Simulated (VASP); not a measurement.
A run of VASP 6.6.1 is set up as follows.

Contents of INCAR:

```
SYSTEM = VH
PREC = Accurate
ENCUT = 600
EDIFF = 1E-6
ISMEAR = 1
SIGMA = 0.1
LREAL = .FALSE.
LASPH = .TRUE.
NELM = 150
ALGO = Normal
ISIF = 3
LWAVE = .FALSE.
LCHARG = .FALSE.
ISPIN = 2
MAGMOM = 1.5 1.5 0 0
LORBIT = 11
LMAXMIX = 4
GGA = PS
IBRION = 2
NSW = 80
EDIFFG = -0.03
```

The input KPOINTS:

```
Automatic mesh
0
G
  9 9 5
  0 0 0
```

POSCAR

```
VH
1.0
    2.9700000000      0.0000000000      0.0000000000
   -1.4850000000      2.5720954492      0.0000000000
    0.0000000000      0.0000000000      4.8500100000
V H
2 2
Direct
    0.3333333333      0.6666666667      0.0000000000
    0.6666666667      0.3333333333      0.5000000000
    0.3333333333      0.6666666667      0.3750000000
    0.6666666667      0.3333333333      0.8750000000
```

Potentials or basis: VASP PAW PBE potentials, release 64 (V_sv, H).

Run with:

```console
$ cat potpaw_PBE.64/V_sv/POTCAR potpaw_PBE.64/H/POTCAR > POTCAR
$ mpirun -np 1 vasp_std > vasp.out
```

Task: Predict the band gap on the k mesh.

Result: Zero (filled and empty bands overlap).

Task: Estimate the net moment.

Result: 0.00 μB per cell.

Task: What does it give for the space group after relaxing (to 0.05 Å)?

Result: P6_3mc (No. 186).

Final structure:
```yaml
crystal:
  lattice:
    - [2.73439, 0.00000, 0.00000]
    - [-1.36719, 2.36805, 0.00000]
    - [0.00000, 0.00000, 5.02029]
  atoms:
    - { symbol: V, position: [0.33333, 0.66667, 0.01409] }
    - { symbol: V, position: [0.66667, 0.33333, 0.51409] }
    - { symbol: H, position: [0.33333, 0.66667, 0.36091] }
    - { symbol: H, position: [0.66667, 0.33333, 0.86091] }
```
